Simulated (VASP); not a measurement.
# Al2Au (Fm-3m) in VASP: single point with PBEsol

Aim: the single point of Al2Au with PBEsol.

Everything below comes from runs of VASP 6.6.1. Logs are shortened: lines on timing, memory, paths and dates and some standing lists are left out, and cuts for length are marked.

### Step 1. The cell of the first run

It takes space group Fm-3m (No. 225, cubic). The conventional cell has a = 6.000 Å, b = 6.000 Å, c = 6.000 Å, α = 90.00°, β = 90.00°, γ = 90.00°. Within 3.4 Å of Al (site symmetry -43m) lie 4 Au at 2.60 Å and 6 Al at 3.00 Å. Within 3.4 Å of Au (site symmetry m-3m) lie 8 Al at 2.60 Å.

### Step 2. Single point, PBEsol

File INCAR:

```
SYSTEM = Al2Au
ALGO     = Normal         ! electronic algorithm
EDIFF    = 1E-7           ! SCF threshold, eV
ENCUT    = 520            ! plane-wave cutoff, eV
GGA      = PS             ! functional
ISIF     = 2              ! what is computed and relaxed
ISMEAR   = 1              ! smearing method
LASPH    = .TRUE.         ! aspherical terms in the spheres
LCHARG   = .FALSE.        ! write CHGCAR
LREAL    = .FALSE.        ! projectors in reciprocal space
LWAVE    = .FALSE.        ! write WAVECAR
NBANDS   = 16             ! bands
NELM     = 60             ! most SCF steps
PREC     = Accurate       ! precision mode
SIGMA    = 0.1            ! smearing width, eV
```

File KPOINTS:

```
k-points
0
G
  5 5 5
  0 0 0
```

File POSCAR:

```
Al2Au
1.0
    0.0000000000      3.0000000000      3.0000000000
    3.0000000000      0.0000000000      3.0000000000
    3.0000000000      3.0000000000      0.0000000000
Al Au
2 1
Direct
    0.2500000000      0.2500000000      0.2500000000
    0.7500000000      0.7500000000      0.7500000000
    0.0000000000      0.0000000000      0.0000000000
```

Potentials or basis: VASP PAW PBE potentials, release 64 (Al, Au).

Started as:

```
$ cat potpaw_PBE.64/Al/POTCAR potpaw_PBE.64/Au/POTCAR > POTCAR
$ mpirun -np 1 vasp_std > vasp.out
```

OUTCAR:

```text
SYSTEM = Al2Au
   EDIFF = 1E-7
   ENCUT = 520
   GGA = PS
   ISIF = 2
   ISMEAR = 1
   LASPH = .TRUE.
   LREAL = .FALSE.
   NELM = 60
   PREC = Accurate

 ion  position               nearest neighbor table
   1  0.250  0.250  0.250-   3 2.60   3 2.60   3 2.60   3 2.60   2 3.00   2 3.00   2 3.00   2 3.00
                             2 3.00   2 3.00
   2  0.750  0.750  0.750-   3 2.60   3 2.60   3 2.60   3 2.60   1 3.00   1 3.00   1 3.00   1 3.00
                             1 3.00   1 3.00
   3  0.000  0.000  0.000-   2 2.60   2 2.60   2 2.60   1 2.60   2 2.60   1 2.60   1 2.60   1 2.60

  LATTYP: Found a face centered cubic cell.
 ALAT       =     6.0000000000

  Lattice vectors:

 A1 = (   0.0000000000,   3.0000000000,   3.0000000000)
 A2 = (   3.0000000000,   0.0000000000,   3.0000000000)
 A3 = (   3.0000000000,   3.0000000000,   0.0000000000)

Analysis of symmetry for initial positions (statically):
[... 5 lines left out ...]
 face centered cubic supercell.

 Subroutine GETGRP returns: Found 48 space group operations
 (whereof 48 operations were pure point group operations)
 out of a pool of 48 trial point group operations.

The static configuration has the point symmetry O_h .

Analysis of symmetry for dynamics (positions and initial velocities):
[... 5 lines left out ...]
 face centered cubic supercell.

 Subroutine GETGRP returns: Found 48 space group operations
 (whereof 48 operations were pure point group operations)
 out of a pool of 48 trial point group operations.

The dynamic configuration has the point symmetry O_h .

 Subroutine INISYM returns: Found 48 space group operations
 (whereof 48 operations are pure point group operations),
 and found     1 'primitive' translations

----------------------------------------------------------------------------------------

                                     Primitive cell

  volume of cell :      54.0000

  direct lattice vectors                    reciprocal lattice vectors
     0.000000000  3.000000000  3.000000000    -0.166666667  0.166666667  0.166666667
     3.000000000  0.000000000  3.000000000     0.166666667 -0.166666667  0.166666667
     3.000000000  3.000000000  0.000000000     0.166666667  0.166666667 -0.166666667

  length of vectors
     4.242640687  4.242640687  4.242640687     0.288675135  0.288675135  0.288675135

  position of ions in fractional coordinates (direct lattice)
     0.250000000  0.250000000  0.250000000
     0.750000000  0.750000000  0.750000000
     0.000000000  0.000000000  0.000000000

  ion indices of the primitive-cell ions
   primitive index   ion index
                 1           1
                 2           2
                 3           3

----------------------------------------------------------------------------------------

 KPOINTS: k-points

Automatic generation of k-mesh.
 Grid dimensions read from file:
 generate k-points for:    5    5    5

 Generating k-lattice:

  Cartesian coordinates                     Fractional coordinates (reciprocal lattice)
    -0.033333333  0.033333333  0.033333333     0.200000000  0.000000000  0.000000000
     0.033333333 -0.033333333  0.033333333     0.000000000  0.200000000  0.000000000
     0.033333333  0.033333333 -0.033333333     0.000000000  0.000000000  0.200000000

  Length of vectors
     0.057735027  0.057735027  0.057735027

  Shift w.r.t. Gamma in fractional coordinates (k-lattice)
     0.000000000  0.000000000  0.000000000

 Subroutine IBZKPT returns following result:
 ===========================================

 Found     10 irreducible k-points:

 Following reciprocal coordinates:
            Coordinates               Weight
  0.000000  0.000000  0.000000      1.000000
  0.200000  0.000000  0.000000      8.000000
  0.400000  0.000000  0.000000      8.000000
  0.200000  0.200000  0.000000      6.000000
  0.400000  0.200000  0.000000     24.000000
 -0.400000  0.200000  0.000000     24.000000
 -0.200000  0.200000  0.000000     12.000000
  0.400000  0.400000  0.000000      6.000000
 -0.400000  0.400000  0.000000     12.000000
 -0.400000  0.400000  0.200000     24.000000
   k-points           NKPTS =     10   k-points in BZ     NKDIM =     10   number of bands    NBANDS=     16
   number of dos      NEDOS =    301   number of ions     NIONS =      3
   total plane-waves  NPLWV =  32768
   dimension x,y,z NGX =    32 NGY =   32 NGZ =   32
   dimension x,y,z NGXF=    64 NGYF=   64 NGZF=   64
   ions per type =               2   1
   NGX,Y,Z   is equivalent  to a cutoff of  12.54, 12.54, 12.54 a.u.
   NGXF,Y,Z  is equivalent  to a cutoff of  25.08, 25.08, 25.08 a.u.
 SYSTEM =  Al2Au
   PREC   = accura    normal or accurate (medium, high low for compatibility)
   ISTART =      0    job   : 0-new  1-cont  2-samecut
   ICHARG =      2    charge: 1-file 2-atom 10-const
   ISPIN  =      1    spin polarized calculation?
   LNONCOLLINEAR =      F non collinear calculations
   LSORBIT =      F    spin-orbit coupling
   LASPH  =      T    aspherical Exc in radial PAW
   ENCUT  =  520.0 eV  38.22 Ry    6.18 a.u.   7.89  7.89  7.89*2*pi/ulx,y,z
   NELM   =     60;   NELMIN=  2; NELMDL= -5     # of ELM steps
   EDIFF  = 0.1E-06   stopping-criterion for ELM
   LREAL  =      F    real-space projection
   EDIFFG = 0.1E-05   stopping-criterion for IOM
   NSW    =      0    number of steps for IOM
   IBRION =     -1    ionic relax: 0-MD 1-quasi-New 2-CG
   NFREE  =      0    steps in history (QN), initial steepest desc. (CG)
   ISIF   =      2    stress and relaxation
   ISYM   =      2    0-nonsym 1-usesym 2-fastsym
   POTIM  = 0.5000    time-step for ionic-motion
   TEBEG  =    0.0;   TEEND  =   0.0 temperature during run
   PSTRESS=    0.0 pullay stress
   NELECT =      17.0000    total number of electrons
   NUPDOWN=      -1.0000    fix difference up-down
   EMIN   =  10.00;   EMAX   =-10.00  energy-range for DOS
   EFERMI =   0.00;   METHOD = LEGACY
   ISMEAR =     1;   SIGMA  =   0.10  broadening in eV -4-tet -1-fermi 0-gaus
   EFERMI_NEDOS =   21; number of points for ismear=-14 and -15
   IALGO  =     38    algorithm
   IMIX   =      4    mixing-type and parameters
     AMIX     =   0.40;   BMIX     =  1.00
     AMIX_MAG =   1.60;   BMIX_MAG =  1.00
  volume/ion in A,a.u.               =      18.00       121.47
  Fermi-wavevector in a.u.,A,eV,Ry     =   1.113679  2.104547 16.875035  1.240280
  Thomas-Fermi vector in A             =   2.250266
   LORBIT       =      0    0 simple, 1 ext, 2 COOP (PROOUT), +10 PAW based schemes
   GGA     = PS    functional components
   LHFCALC =     F    Hartree Fock is set to
   AEXX    =    0.0000 exact exchange contribution
   IVDW    =     0    specifies the selected vdW correction
   LEPSILON=     F    determine dielectric tensor
   LRPA    =     F    only Hartree local field effects (RPA)
 non-spin polarized calculation
 Methfessel and Paxton  Order N= 1 SIGMA  =   0.10
  energy-cutoff  :      520.00
  volume of cell :       54.00
 maximum number of plane-waves:      1470
   NGX = 15   NGY = 15   NGZ = 15

 number of electron      17.0000001 magnetization

 Free energy of the ion-electron system (eV)
  ---------------------------------------------------
  ext. energy  EPLUGINS =         0.00000000
  ---------------------------------------------------
  free energy    TOTEN  =       -13.50803407 eV

  energy without entropy =      -13.50727712  energy(sigma->0) =      -13.50778175

 E-fermi :   7.7392     XC(G=0): -10.6372

 val. band max:        7.4009979347   @ k =  -0.4000   0.2000   0.0000
 cond. band min:       7.7456350072   @ k =   0.2000   0.2000   0.0000
 fundamental gap:      0.3446370725
 Fermi energy:         7.7391631243

 k-point     1 :       0.0000    0.0000    0.0000
  band No.  band energies     occupation
      1      -2.8711      2.00000
      2       1.0851      2.00000
      3       1.0851      2.00000
      4       1.0851      2.00000
      5       2.0457      2.00000
      6       2.0457      2.00000
[... 8 lines left out ...]
     15      13.4218      0.00000
     16      13.4218      0.00000

 k-point     2 :       0.2000    0.0000    0.0000
  band No.  band energies     occupation
      1      -2.3569      2.00000
      2       0.9435      2.00000
      3       1.1983      2.00000
      4       1.1983      2.00000
      5       2.0337      2.00000
      6       2.0337      2.00000
[... 8 lines left out ...]
     15      13.4428      0.00000
     16      13.6529      0.00000

 k-point     3 :       0.4000    0.0000    0.0000
  band No.  band energies     occupation
      1      -1.1278      2.00000
      2       0.9562      2.00000
      3       1.3176      2.00000
      4       1.3176      2.00000
      5       2.1291      2.00000
      6       2.1291      2.00000
[... 8 lines left out ...]
     15      15.8333      0.00000
     16      16.1237      0.00000

 k-point     4 :       0.2000    0.2000    0.0000
  band No.  band energies     occupation
      1      -2.1740      2.00000
      2       0.8275      2.00000
      3       1.2956      2.00000
      4       1.2956      2.00000
      5       1.8606      2.00000
      6       2.1480      2.00000
[... 8 lines left out ...]
     15      15.0697      0.00000
     16      15.0697      0.00000

 k-point     5 :       0.4000    0.2000    0.0000
  band No.  band energies     occupation
      1      -1.0801      2.00000
      2       0.6669      2.00000
      3       1.3982      2.00000
      4       1.4784      2.00000
      5       1.9504      2.00000
      6       2.2187      2.00000
[... 8 lines left out ...]
     15      17.1074      0.00000
     16      17.4018      0.00000

 k-point     6 :      -0.4000    0.2000    0.0000
  band No.  band energies     occupation
      1      -0.4084      2.00000
      2       0.8490      2.00000
      3       1.4416      2.00000
      4       1.5180      2.00000
      5       2.0439      2.00000
      6       2.0859      2.00000
[... 8 lines left out ...]
     15      15.7880      0.00000
     16      16.1693      0.00000

 k-point     7 :      -0.2000    0.2000    0.0000
  band No.  band energies     occupation
      1      -1.5467      2.00000
      2       0.7740      2.00000
      3       1.3243      2.00000
      4       1.3765      2.00000
      5       1.9256      2.00000
      6       2.1667      2.00000
[... 8 lines left out ...]
     15      14.9825      0.00000
     16      16.5888      0.00000

 k-point     8 :       0.4000    0.4000    0.0000
  band No.  band energies     occupation
      1      -0.2294      2.00000
      2       0.4477      2.00000
      3       1.5414      2.00000
      4       1.7782      2.00000
      5       1.7782      2.00000
      6       2.3205      2.00000
[... 8 lines left out ...]
     15      16.9953      0.00000
     16      18.8515      0.00000

 k-point     9 :      -0.4000    0.4000    0.0000
  band No.  band energies     occupation
      1       0.3612      2.00000
      2       0.9167      2.00000
      3       0.9980      2.00000
      4       1.8217      2.00000
      5       2.2044      2.00000
      6       2.2723      2.00000
[... 8 lines left out ...]
     15      17.0815      0.00000
     16      18.1393      0.00000

 k-point    10 :      -0.4000    0.4000    0.2000
  band No.  band energies     occupation
      1       0.0917      2.00000
      2       0.5869      2.00000
      3       1.3135      2.00000
      4       1.7760      2.00000
      5       1.9451      2.00000
      6       2.1989      2.00000
[... 8 lines left out ...]
     15      17.1972      0.00000
     16      18.4800      0.00000

------------------------ aborting loop because EDIFF is reached ----------------------------------------

  FORCE on cell =-STRESS in cart. coord.  units (eV):
  Direction    XX          YY          ZZ          XY          YZ          ZX
  --------------------------------------------------------------------------------------
  -------------------------------------------------------------------------------------
  Total       -0.0447196     -0.0447196     -0.0447196      0.0000000     -0.0000000     -0.0000000
  in kB       -1.3268297     -1.3268297     -1.3268297      0.0000000     -0.0000000     -0.0000000
  external PRESSURE =      -1.3268297 kB  Pullay stress =       0.0000000 kB

 VOLUME and BASIS-vectors are now :
 -----------------------------------------------------------------------------
  energy-cutoff  :      520.00
  volume of cell :       54.00
      direct lattice vectors                 reciprocal lattice vectors
     0.000000000  3.000000000  3.000000000    -0.166666667  0.166666667  0.166666667
     3.000000000  0.000000000  3.000000000     0.166666667 -0.166666667  0.166666667
     3.000000000  3.000000000  0.000000000     0.166666667  0.166666667 -0.166666667

 POSITION                                       TOTAL-FORCE (eV/Angst)
 -----------------------------------------------------------------------------------
      1.50000      1.50000      1.50000         0.000000      0.000000      0.000000
      4.50000      4.50000      4.50000        -0.000000     -0.000000     -0.000000
      0.00000      0.00000      0.00000        -0.000000      0.000000      0.000000
 -----------------------------------------------------------------------------------
    total drift:                                0.000000     -0.000000      0.000000

  FREE ENERGIE OF THE ION-ELECTRON SYSTEM (eV)
  ---------------------------------------------------
  free  energy   TOTEN  =       -13.5080340659 eV

  energy  without entropy=      -13.5072771170  energy(sigma->0) =      -13.50778175
```

It took 9.1 s on 1 thread of AMD EPYC 7R43 (Zen 3), shared host; peak memory 0.14 GiB.

What came out:

- Free energy: -13.5080 eV
- Pressure: -0.1 GPa

Caveat: the k points lie up to 0.36 Å⁻¹ apart; the PAW data sets were made with another functional, which shifts forces and pressure a little; spin-orbit coupling is left out, which moves the levels of the heavy elements.
